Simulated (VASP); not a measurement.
# Si (Fd-3m) in VASP: a series of runs, part 2 of 2

VASP 6.6.1. Earlier steps stand in the parts before.

### Step 4. Single point, LDA (18.52 Å³/atom)

This run uses another cell than the first one, of 18.52 Å³/atom.

File INCAR:

```
SYSTEM = Si
  PREC = Accurate
  ENCUT = 520
  EDIFF = 1E-7
  ISMEAR = -1
  SIGMA = 0.1
  LREAL = .False.
  LASPH = .True.
  NELM = 100
  ALGO = Normal
  ISIF = 2
  LWAVE = .False.
  LCHARG = .False.
  NBANDS = 11
```

File KPOINTS:

```
regular mesh
0
Gamma
  13 13 13
  0 0 0
```

File POSCAR:

```
Si
1.0
    0.0000000000      2.6457451306      2.6457451306
    2.6457451306      0.0000000000      2.6457451306
    2.6457451306      2.6457451306      0.0000000000
Si
2
Direct
   -0.1250000000     -0.1250000000     -0.1250000000
    0.1250000000      0.1250000000      0.1250000000
```

Potentials or basis: VASP PAW LDA potentials, release 64 (Si).

The run is started by

```console
$ cat potpaw_LDA.64/Si/POTCAR > POTCAR
$ mpirun -np 1 vasp_std > vasp.out
```

OUTCAR:

```text
SYSTEM = Si
   PREC = Accurate
   ENCUT = 520
   EDIFF = 1E-7
   ISMEAR = -1
   LREAL = .False.
   LASPH = .True.
   NELM = 100
   ISIF = 2

 ion  position               nearest neighbor table
   1  0.875  0.875  0.875-   2 2.29   2 2.29   2 2.29   2 2.29
   2  0.125  0.125  0.125-   1 2.29   1 2.29   1 2.29   1 2.29

  LATTYP: Found a face centered cubic cell.
 ALAT       =     5.2914902612

  Lattice vectors:

 A1 = (   0.0000000000,   2.6457451306,   2.6457451306)
 A2 = (   2.6457451306,   0.0000000000,   2.6457451306)
 A3 = (   2.6457451306,   2.6457451306,   0.0000000000)

Analysis of symmetry for initial positions (statically):
=====================================================================
 Subroutine PRICEL returns:
 Original cell was already a primitive cell.

 Routine SETGRP: Setting up the symmetry group for a
 face centered cubic supercell.

 Subroutine GETGRP returns: Found 48 space group operations
 (whereof 12 operations were pure point group operations)
 out of a pool of 48 trial point group operations.

The static configuration has the point symmetry D_3d.
 The point group associated with its full space group is O_h .

Analysis of symmetry for dynamics (positions and initial velocities):
=====================================================================
 Subroutine PRICEL returns:
 Original cell was already a primitive cell.

 Routine SETGRP: Setting up the symmetry group for a
 face centered cubic supercell.

 Subroutine GETGRP returns: Found 48 space group operations
 (whereof 12 operations were pure point group operations)
 out of a pool of 48 trial point group operations.

The dynamic configuration has the point symmetry D_3d.
 The point group associated with its full space group is O_h .

 Subroutine INISYM returns: Found 48 space group operations
 (whereof 12 operations are pure point group operations),
 and found     1 'primitive' translations

----------------------------------------------------------------------------------------

                                     Primitive cell

  volume of cell :      37.0403

  direct lattice vectors                    reciprocal lattice vectors
     0.000000000  2.645745131  2.645745131    -0.188982678  0.188982678  0.188982678
     2.645745131  0.000000000  2.645745131     0.188982678 -0.188982678  0.188982678
     2.645745131  2.645745131  0.000000000     0.188982678  0.188982678 -0.188982678

  length of vectors
     3.741648646  3.741648646  3.741648646     0.327327600  0.327327600  0.327327600

  position of ions in fractional coordinates (direct lattice)
     0.875000000  0.875000000  0.875000000
     0.125000000  0.125000000  0.125000000

  ion indices of the primitive-cell ions
   primitive index   ion index
                 1           1
                 2           2

----------------------------------------------------------------------------------------

 KPOINTS: regular mesh

Automatic generation of k-mesh.
 Grid dimensions read from file:
 generate k-points for:   13   13   13

 Generating k-lattice:

  Cartesian coordinates                     Fractional coordinates (reciprocal lattice)
[... 20 lines left out ...]
  0.230769  0.000000  0.000000      8.000000
  0.307692  0.000000  0.000000      8.000000
  0.384615  0.000000  0.000000      8.000000
[... 16 lines left out ...]
  0.384615  0.153846  0.000000     24.000000
  0.461538  0.153846  0.000000     24.000000
 [... further k-points ...]
   k-points           NKPTS =     84   k-points in BZ     NKDIM =     84   number of bands    NBANDS=     11
   number of dos      NEDOS =    301   number of ions     NIONS =      2
   total plane-waves  NPLWV =  21952
   dimension x,y,z NGX =    28 NGY =   28 NGZ =   28
   dimension x,y,z NGXF=    56 NGYF=   56 NGZF=   56
   ions per type =               2
   NGX,Y,Z   is equivalent  to a cutoff of  12.44, 12.44, 12.44 a.u.
   NGXF,Y,Z  is equivalent  to a cutoff of  24.88, 24.88, 24.88 a.u.
 SYSTEM =  Si
   PREC   = accura    normal or accurate (medium, high low for compatibility)
   ISTART =      0    job   : 0-new  1-cont  2-samecut
   ICHARG =      2    charge: 1-file 2-atom 10-const
   ISPIN  =      1    spin polarized calculation?
   LNONCOLLINEAR =      F non collinear calculations
   LSORBIT =      F    spin-orbit coupling
   LASPH  =      T    aspherical Exc in radial PAW
   ENCUT  =  520.0 eV  38.22 Ry    6.18 a.u.   6.96  6.96  6.96*2*pi/ulx,y,z
   NELM   =    100;   NELMIN=  2; NELMDL= -5     # of ELM steps
   EDIFF  = 0.1E-06   stopping-criterion for ELM
   LREAL  =      F    real-space projection
   EDIFFG = 0.1E-05   stopping-criterion for IOM
   NSW    =      0    number of steps for IOM
   IBRION =     -1    ionic relax: 0-MD 1-quasi-New 2-CG
   NFREE  =      0    steps in history (QN), initial steepest desc. (CG)
   ISIF   =      2    stress and relaxation
   ISYM   =      2    0-nonsym 1-usesym 2-fastsym
   POTIM  = 0.5000    time-step for ionic-motion
   TEBEG  =    0.0;   TEEND  =   0.0 temperature during run
   PSTRESS=    0.0 pullay stress
   NELECT =       8.0000    total number of electrons
   NUPDOWN=      -1.0000    fix difference up-down
   EMIN   =  10.00;   EMAX   =-10.00  energy-range for DOS
   EFERMI =   0.00;   METHOD = LEGACY
   ISMEAR =    -1;   SIGMA  =   0.10  broadening in eV -4-tet -1-fermi 0-gaus
   EFERMI_NEDOS =   21; number of points for ismear=-14 and -15
   IALGO  =     38    algorithm
   IMIX   =      4    mixing-type and parameters
     AMIX     =   0.40;   BMIX     =  1.00
     AMIX_MAG =   1.60;   BMIX_MAG =  1.00
  volume/ion in A,a.u.               =      18.52       124.98
  Fermi-wavevector in a.u.,A,eV,Ry     =   0.982231  1.856147 13.126589  0.964777
  Thomas-Fermi vector in A             =   2.113298
   LORBIT       =      0    0 simple, 1 ext, 2 COOP (PROOUT), +10 PAW based schemes
   GGA     = CA    functional components
   LHFCALC =     F    Hartree Fock is set to
   AEXX    =    0.0000 exact exchange contribution
   IVDW    =     0    specifies the selected vdW correction
   LEPSILON=     F    determine dielectric tensor
   LRPA    =     F    only Hartree local field effects (RPA)
 non-spin polarized calculation
  energy-cutoff  :      520.00
  volume of cell :       37.04
 maximum number of plane-waves:      1010
   NGX = 13   NGY = 13   NGZ = 13

 number of electron       8.0000000 magnetization

 Free energy of the ion-electron system (eV)
  ---------------------------------------------------
  ext. energy  EPLUGINS =         0.00000000
  ---------------------------------------------------
  free energy    TOTEN  =       -11.87148375 eV

  energy without entropy =      -11.86959626  energy(sigma->0) =      -11.87054001

 E-fermi :   6.7483     XC(G=0):  -9.9021

 val. band max:        6.5915242353   @ k =   0.0000   0.0000   0.0000
 cond. band min:       6.9439529327   @ k =   0.4615   0.4615   0.0000
 fundamental gap:      0.3524286974
 Fermi energy:         6.7482917120

 k-point     1 :       0.0000    0.0000    0.0000
  band No.  band energies     occupation
      1      -5.9149      2.00000
      2       6.5915      1.65490
      3       6.5915      1.65490
      4       6.5915      1.65490
      5       9.1464      0.00000
      6       9.1464      0.00000
      7       9.1464      0.00000
      8      10.7159      0.00000
      9      14.3567      0.00000
     10      14.3567      0.00000
     11      14.6112      0.00000
[... 309 lines left out ...]
 k-point    24 :       0.4615    0.1538    0.0000
  band No.  band energies     occupation
      1      -3.5111      2.00000
      2       0.0036      2.00000
      3       3.9499      2.00000
      4       4.7167      2.00000
      5       8.5993      0.00000
      6      10.6720      0.00000
      7      11.1786      0.00000
      8      12.7532      0.00000
      9      16.1494      0.00000
     10      17.5670      0.00000
     11      18.5880      0.00000

 [... further k-points ...]

------------------------ aborting loop because EDIFF is reached ----------------------------------------

  FORCE on cell =-STRESS in cart. coord.  units (eV):
  Direction    XX          YY          ZZ          XY          YZ          ZX
  --------------------------------------------------------------------------------------
  -------------------------------------------------------------------------------------
  Total        1.5883092      1.5883092      1.5883092      0.0000000     -0.0000000     -0.0000000
  in kB       68.7023526     68.7023526     68.7023526      0.0000000     -0.0000000     -0.0000000
  external PRESSURE =      68.7023526 kB  Pullay stress =       0.0000000 kB

 VOLUME and BASIS-vectors are now :
 -----------------------------------------------------------------------------
  energy-cutoff  :      520.00
  volume of cell :       37.04
      direct lattice vectors                 reciprocal lattice vectors
     0.000000000  2.645745131  2.645745131    -0.188982678  0.188982678  0.188982678
     2.645745131  0.000000000  2.645745131     0.188982678 -0.188982678  0.188982678
     2.645745131  2.645745131  0.000000000     0.188982678  0.188982678 -0.188982678

 POSITION                                       TOTAL-FORCE (eV/Angst)
 -----------------------------------------------------------------------------------
      4.63005      4.63005      4.63005        -0.000000     -0.000000     -0.000000
      0.66144      0.66144      0.66144         0.000000      0.000000      0.000000
 -----------------------------------------------------------------------------------
    total drift:                               -0.000000     -0.000000     -0.000000

  FREE ENERGIE OF THE ION-ELECTRON SYSTEM (eV)
  ---------------------------------------------------
  free  energy   TOTEN  =       -11.8714837541 eV

  energy  without entropy=      -11.8695962561  energy(sigma->0) =      -11.87054001
```

stdout:

```text
POSCAR found type information on POSCAR Si
 POSCAR found :  1 types and       2 ions
 scaLAPACK will be used
 LDA part: xc-table for (Slater(with rela. corr.)+CA(PZ))
 , standard interpolation
 POSCAR, INCAR and KPOINTS ok, starting setup
 FFT: planning ... GRIDC
 FFT: planning ... GRID_SOFT
 FFT: planning ... GRID
 WAVECAR not read
 entering main loop
```

Wall time 15 s (1 thread of Intel Xeon Platinum 8559C (Emerald Rapids), shared host); peak memory 0.14 GiB.

What came out:

* Free energy: -11.8715 eV
* Pressure: 6.9 GPa
* Band gap on the k mesh: 0.35 eV (least direct gap 2.55 eV)

Levels at points of the mesh, in eV from the valence-band top:
```
           k point  band 1  band 2  band 3  band 4  band 5  band 6  band 7  band 8  band 9
(0.00, 0.00, 0.00)  -12.51    0.00    0.00    0.00    2.55    2.55    2.55    4.12    7.77
```

Caveat: the cell stands under pressure; an odd mesh through Γ misses points on the zone boundary, where band edges can lie.
